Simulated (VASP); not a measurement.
# SnSb2 (Pn-3m) in VASP: notebook

Runs on SnSb2. Level: r2SCAN. Tasks: single point.

All numbers are computed with VASP 6.6.1; they aren't measurements. Logs are shortened: lines on timing, memory, paths and dates and some standing lists are left out, and cuts for length are marked.

### Step 1. The cell of the first run

The structure is cubic, space group Pn-3m (No. 224). Conventional cell: a = 5.688 Å, b = 5.688 Å, c = 5.688 Å, α = 90.00°, β = 90.00°, γ = 90.00°. Sn (site symmetry -43m) has 4 Sb at 2.46 Å within 3.3 Å. Within 3.3 Å of Sb (site symmetry -3m) lie 2 Sn at 2.46 Å.

### Step 2. Single point, r2SCAN

Input file POSCAR:

```
SnSb2
1.0
    5.6879501444      0.0000000000      0.0000000000
    0.0000000000      5.6879501444      0.0000000000
    0.0000000000      0.0000000000      5.6879501444
Sn Sb
2 4
Direct
    0.0000000000      0.0000000000      0.0000000000
    0.5000000000      0.5000000000      0.5000000000
    0.2500000000      0.2500000000      0.2500000000
    0.2500000000      0.7500000000      0.7500000000
    0.7500000000      0.7500000000      0.2500000000
    0.7500000000      0.2500000000      0.7500000000
```

Input file INCAR.step1:

```
PREC = Accurate
ENCUT = 520
ISMEAR = 0
SIGMA = 0.1
LREAL = False
LASPH = True
NELM = 80
NBANDS = 33
GGA = PE
ALGO = Normal
EDIFF = 1E-4
LWAVE = True
LCHARG = False
```

Input file INCAR.step2:

```
PREC = Accurate
ENCUT = 520
EDIFF = 1E-6
ISMEAR = 0
SIGMA = 0.1
LREAL = False
LASPH = True
NELM = 80
ALGO = Normal
ISIF = 2
LWAVE = False
LCHARG = True
METAGGA = R2SCAN
LMIXTAU = True
LELF = True
LVHAR = True
NBANDS = 33
ISTART = 1
```

Input file KPOINTS:

```
regular mesh
0
Gamma
  4 4 4
```

Potentials or basis: VASP PAW PBE potentials, release 64 (Sn_d, Sb).

Command:

```bash
cat potpaw_PBE.64/Sn_d/POTCAR potpaw_PBE.64/Sb/POTCAR > POTCAR
cp INCAR.step1 INCAR
mpirun -np 1 vasp_std > vasp.out
cp INCAR.step2 INCAR
mpirun -np 1 vasp_std > vasp.out
```

OUTCAR:

```text
PREC = Accurate
   ENCUT = 520
   EDIFF = 1E-6
   ISMEAR = 0
   LREAL = False
   LASPH = True
   NELM = 80
   ISIF = 2
   METAGGA = R2SCAN
   ISTART = 1

 ion  position               nearest neighbor table
   1  0.000  0.000  0.000-   3 2.46   4 2.46   5 2.46   6 2.46
   2  0.500  0.500  0.500-   3 2.46   4 2.46   5 2.46   6 2.46
   3  0.250  0.250  0.250-   1 2.46   2 2.46
   4  0.250  0.750  0.750-   1 2.46   2 2.46
   5  0.750  0.750  0.250-   1 2.46   2 2.46
   6  0.750  0.250  0.750-   1 2.46   2 2.46

  LATTYP: Found a simple cubic cell.
 ALAT       =     5.6879501444

  Lattice vectors:

 A1 = (   5.6879501444,   0.0000000000,   0.0000000000)
 A2 = (   0.0000000000,   5.6879501444,   0.0000000000)
 A3 = (   0.0000000000,   0.0000000000,   5.6879501444)

Analysis of symmetry for initial positions (statically):
=====================================================================
 Subroutine PRICEL returns:
 Original cell was already a primitive cell.

 Routine SETGRP: Setting up the symmetry group for a
 simple cubic supercell.

 Subroutine GETGRP returns: Found 48 space group operations
 (whereof 24 operations were pure point group operations)
 out of a pool of 48 trial point group operations.

The static configuration has the point symmetry T_d .
 The point group associated with its full space group is O_h .

Analysis of symmetry for dynamics (positions and initial velocities):
=====================================================================
 Subroutine PRICEL returns:
 Original cell was already a primitive cell.

 Routine SETGRP: Setting up the symmetry group for a
 simple cubic supercell.

 Subroutine GETGRP returns: Found 48 space group operations
 (whereof 24 operations were pure point group operations)
 out of a pool of 48 trial point group operations.

The dynamic configuration has the point symmetry T_d .
 The point group associated with its full space group is O_h .

 Subroutine INISYM returns: Found 48 space group operations
 (whereof 24 operations are pure point group operations),
 and found     1 'primitive' translations

----------------------------------------------------------------------------------------

                                     Primitive cell

  volume of cell :     184.0210

  direct lattice vectors                    reciprocal lattice vectors
     5.687950144  0.000000000  0.000000000     0.175810261  0.000000000  0.000000000
     0.000000000  5.687950144  0.000000000     0.000000000  0.175810261  0.000000000
     0.000000000  0.000000000  5.687950144     0.000000000  0.000000000  0.175810261

  length of vectors
     5.687950144  5.687950144  5.687950144     0.175810261  0.175810261  0.175810261

  position of ions in fractional coordinates (direct lattice)
     0.000000000  0.000000000  0.000000000
     0.500000000  0.500000000  0.500000000
     0.250000000  0.250000000  0.250000000
     0.250000000  0.750000000  0.750000000
     0.750000000  0.750000000  0.250000000
     0.750000000  0.250000000  0.750000000

  ion indices of the primitive-cell ions
   primitive index   ion index
                 1           1
                 2           2
                 3           3
                 4           4
                 5           5
                 6           6

----------------------------------------------------------------------------------------

 KPOINTS: regular mesh

Automatic generation of k-mesh.
 Grid dimensions read from file:
 generate k-points for:    4    4    4

 Generating k-lattice:

  Cartesian coordinates                     Fractional coordinates (reciprocal lattice)
     0.043952565  0.000000000  0.000000000     0.250000000  0.000000000  0.000000000
     0.000000000  0.043952565  0.000000000     0.000000000  0.250000000  0.000000000
     0.000000000  0.000000000  0.043952565     0.000000000  0.000000000  0.250000000

  Length of vectors
     0.043952565  0.043952565  0.043952565

  Shift w.r.t. Gamma in fractional coordinates (k-lattice)
     0.000000000  0.000000000  0.000000000

 Subroutine IBZKPT returns following result:
 ===========================================

 Found     10 irreducible k-points:

 Following reciprocal coordinates:
            Coordinates               Weight
  0.000000  0.000000  0.000000      1.000000
  0.250000  0.000000  0.000000      6.000000
  0.500000  0.000000  0.000000      3.000000
  0.250000  0.250000  0.000000     12.000000
  0.500000  0.250000  0.000000     12.000000
  0.500000  0.500000  0.000000      3.000000
  0.250000  0.250000  0.250000      8.000000
  0.500000  0.250000  0.250000     12.000000
  0.500000  0.500000  0.250000      6.000000
  0.500000  0.500000  0.500000      1.000000
   k-points           NKPTS =     10   k-points in BZ     NKDIM =     10   number of bands    NBANDS=     33
   number of dos      NEDOS =    301   number of ions     NIONS =      6
   total plane-waves  NPLWV =  74088
   dimension x,y,z NGX =    42 NGY =   42 NGZ =   42
   dimension x,y,z NGXF=    84 NGYF=   84 NGZF=   84
   ions per type =               2   4
   NGX,Y,Z   is equivalent  to a cutoff of  12.28, 12.28, 12.28 a.u.
   NGXF,Y,Z  is equivalent  to a cutoff of  24.55, 24.55, 24.55 a.u.
 SYSTEM =  unknown system
   PREC   = accura    normal or accurate (medium, high low for compatibility)
   ISTART =      1    job   : 0-new  1-cont  2-samecut
   ICHARG =      0    charge: 1-file 2-atom 10-const
   ISPIN  =      1    spin polarized calculation?
   LNONCOLLINEAR =      F non collinear calculations
   LSORBIT =      F    spin-orbit coupling
   LASPH  =      T    aspherical Exc in radial PAW
   ENCUT  =  520.0 eV  38.22 Ry    6.18 a.u.  10.58 10.58 10.58*2*pi/ulx,y,z
   NELM   =     80;   NELMIN=  2; NELMDL=  0     # of ELM steps
   EDIFF  = 0.1E-05   stopping-criterion for ELM
   LREAL  =      F    real-space projection
   EDIFFG = 0.1E-04   stopping-criterion for IOM
   NSW    =      0    number of steps for IOM
   IBRION =     -1    ionic relax: 0-MD 1-quasi-New 2-CG
   NFREE  =      0    steps in history (QN), initial steepest desc. (CG)
   ISIF   =      2    stress and relaxation
   ISYM   =      2    0-nonsym 1-usesym 2-fastsym
   POTIM  = 0.5000    time-step for ionic-motion
   TEBEG  =    0.0;   TEEND  =   0.0 temperature during run
   PSTRESS=    0.0 pullay stress
   NELECT =      48.0000    total number of electrons
   NUPDOWN=      -1.0000    fix difference up-down
   EMIN   =  10.00;   EMAX   =-10.00  energy-range for DOS
   EFERMI =   0.00;   METHOD = LEGACY
   ISMEAR =     0;   SIGMA  =   0.10  broadening in eV -4-tet -1-fermi 0-gaus
   EFERMI_NEDOS =   21; number of points for ismear=-14 and -15
   IALGO  =     38    algorithm
   IMIX   =      4    mixing-type and parameters
     AMIX     =   0.40;   BMIX     =  1.00
     AMIX_MAG =   1.60;   BMIX_MAG =  1.00
  volume/ion in A,a.u.               =      30.67       206.97
  Fermi-wavevector in a.u.,A,eV,Ry     =   1.046003  1.976658 14.886428  1.094122
  Thomas-Fermi vector in A             =   2.180822
   LORBIT       =      0    0 simple, 1 ext, 2 COOP (PROOUT), +10 PAW based schemes
   METAGGA = R2SCAN    functional components
   LHFCALC =     F    Hartree Fock is set to
   AEXX    =    0.0000 exact exchange contribution
   IVDW    =     0    specifies the selected vdW correction
   LEPSILON=     F    determine dielectric tensor
   LRPA    =     F    only Hartree local field effects (RPA)
 non-spin polarized calculation
 Gauss-broadening in eV      SIGMA  =   0.10
  energy-cutoff  :      520.00
  volume of cell :      184.02
 maximum number of plane-waves:      4982
   NGX = 21   NGY = 21   NGZ = 21

 number of electron      48.0000002 magnetization

 Free energy of the ion-electron system (eV)
  ---------------------------------------------------
  ext. energy  EPLUGINS =         0.00000000
  ---------------------------------------------------
  free energy    TOTEN  =      -142.52880065 eV

  energy without entropy =     -142.50802223  energy(sigma->0) =     -142.51841144

 E-fermi :   6.4463     XC(G=0):  -9.9016

 val. band max:        6.4313539723   @ k =   0.5000   0.5000   0.0000
 cond. band min:       6.5292004838   @ k =   0.5000   0.2500   0.2500
 fundamental gap:      0.0978465115
 Fermi energy:         6.4463479023

 k-point     1 :       0.0000    0.0000    0.0000
  band No.  band energies     occupation
      1     -16.7744      2.00000
      2     -16.7744      2.00000
      3     -16.7744      2.00000
      4     -16.7578      2.00000
      5     -16.7578      2.00000
      6     -16.7578      2.00000
[... 25 lines left out ...]
     32      10.8282      0.00000
     33      12.2377      0.00000

 k-point     2 :       0.2500    0.0000    0.0000
  band No.  band energies     occupation
      1     -16.7734      2.00000
      2     -16.7734      2.00000
      3     -16.7721      2.00000
      4     -16.7603      2.00000
      5     -16.7592      2.00000
      6     -16.7592      2.00000
[... 25 lines left out ...]
     32      11.3735      0.00000
     33      12.0746      0.00000

 k-point     3 :       0.5000    0.0000    0.0000
  band No.  band energies     occupation
      1     -16.7722      2.00000
      2     -16.7722      2.00000
      3     -16.7663      2.00000
      4     -16.7663      2.00000
      5     -16.7607      2.00000
      6     -16.7607      2.00000
[... 25 lines left out ...]
     32      11.9064      0.00000
     33      12.1081      0.00000

 k-point     4 :       0.2500    0.2500    0.0000
  band No.  band energies     occupation
      1     -16.7727      2.00000
      2     -16.7726      2.00000
      3     -16.7704      2.00000
      4     -16.7623      2.00000
      5     -16.7603      2.00000
      6     -16.7601      2.00000
[... 169 lines left out ...]
     32      12.0487      0.00000
     33      12.5525      0.00000

 k-point     9 :       0.5000    0.5000    0.2500
  band No.  band energies     occupation
      1     -16.7736      2.00000
      2     -16.7736      2.00000
      3     -16.7731      2.00000
      4     -16.7608      2.00000
      5     -16.7599      2.00000
      6     -16.7599      2.00000
[... 25 lines left out ...]
     32      12.6807      0.00000
     33      12.6896      0.00000

 k-point    10 :       0.5000    0.5000    0.5000
  band No.  band energies     occupation
      1     -16.7757      2.00000
      2     -16.7757      2.00000
      3     -16.7757      2.00000
      4     -16.7581      2.00000
      5     -16.7581      2.00000
      6     -16.7581      2.00000
[... 25 lines left out ...]
     32      12.1030      0.00000
     33      12.1030      0.00000

------------------------ aborting loop because EDIFF is reached ----------------------------------------

  FORCE on cell =-STRESS in cart. coord.  units (eV):
  Direction    XX          YY          ZZ          XY          YZ          ZX
  --------------------------------------------------------------------------------------
  -------------------------------------------------------------------------------------
  Total       24.8127827     24.8127827     24.8127827      0.0000000     -0.0000000      0.0000000
  in kB      216.0323112    216.0323112    216.0323112      0.0000000     -0.0000000      0.0000000
  external PRESSURE =     216.0323112 kB  Pullay stress =       0.0000000 kB

 VOLUME and BASIS-vectors are now :
 -----------------------------------------------------------------------------
  energy-cutoff  :      520.00
  volume of cell :      184.02
      direct lattice vectors                 reciprocal lattice vectors
     5.687950144  0.000000000  0.000000000     0.175810261  0.000000000  0.000000000
     0.000000000  5.687950144  0.000000000     0.000000000  0.175810261  0.000000000
     0.000000000  0.000000000  5.687950144     0.000000000  0.000000000  0.175810261

 POSITION                                       TOTAL-FORCE (eV/Angst)
 -----------------------------------------------------------------------------------
      0.00000      0.00000      0.00000        -0.000000      0.000000     -0.000000
      2.84398      2.84398      2.84398         0.000000     -0.000000      0.000000
      1.42199      1.42199      1.42199         0.000000     -0.000000     -0.000000
      1.42199      4.26596      4.26596         0.000000     -0.000000     -0.000000
      4.26596      4.26596      1.42199        -0.000000      0.000000      0.000000
      4.26596      1.42199      4.26596        -0.000000     -0.000000      0.000000
 -----------------------------------------------------------------------------------
    total drift:                                0.000000     -0.000000     -0.000000

  FREE ENERGIE OF THE ION-ELECTRON SYSTEM (eV)
  ---------------------------------------------------
  free  energy   TOTEN  =      -142.5288006499 eV

  energy  without entropy=     -142.5080222303  energy(sigma->0) =     -142.51841144
```

Run time: 1.9 min. Hardware: 1 thread of Intel Xeon 6975P-C (Granite Rapids), shared host; peak memory 0.31 GiB.

Results:

```yaml
Free_energy: -142.5288 eV
Pressure: 21.6 GPa
Band_gap_on_the_k_mesh: zero (bands 24 and 25 overlap by 1.16 eV)
```

Levels at points of the mesh, in eV from the Fermi level:
| k point | band 20 | band 21 | band 22 | band 23 | band 24 | band 25 | band 26 | band 27 | band 28 | band 29 |
| --- | --- | --- | --- | --- | --- | --- | --- | --- | --- | --- |
| (0.00, 0.00, 0.00) | -3.30 | -2.29 | -0.37 | -0.37 | -0.37 | 1.35 | 1.35 | 1.35 | 1.39 | 1.39 |
| (0.50, 0.00, 0.00) | -2.24 | -1.41 | -1.41 | -0.65 | -0.65 | -0.26 | -0.26 | 1.20 | 1.20 | 4.84 |
| (0.50, 0.50, 0.00) | -2.72 | -2.49 | -2.49 | -0.01 | -0.01 | 0.88 | 0.88 | 2.31 | 2.31 | 3.82 |
| (0.50, 0.50, 0.50) | -1.24 | -1.24 | -0.97 | 0.80 | 0.80 | 1.12 | 1.12 | 1.12 | 2.47 | 2.47 |

Caveat: the cell stands under pressure; the PAW data sets were made with another functional, which shifts forces and pressure a little; spin-orbit coupling is left out, which moves the levels of the heavy elements.

[end of part 1 of 2]

The gap in the log of VASP goes by the Fermi energy; the results here count the filled bands.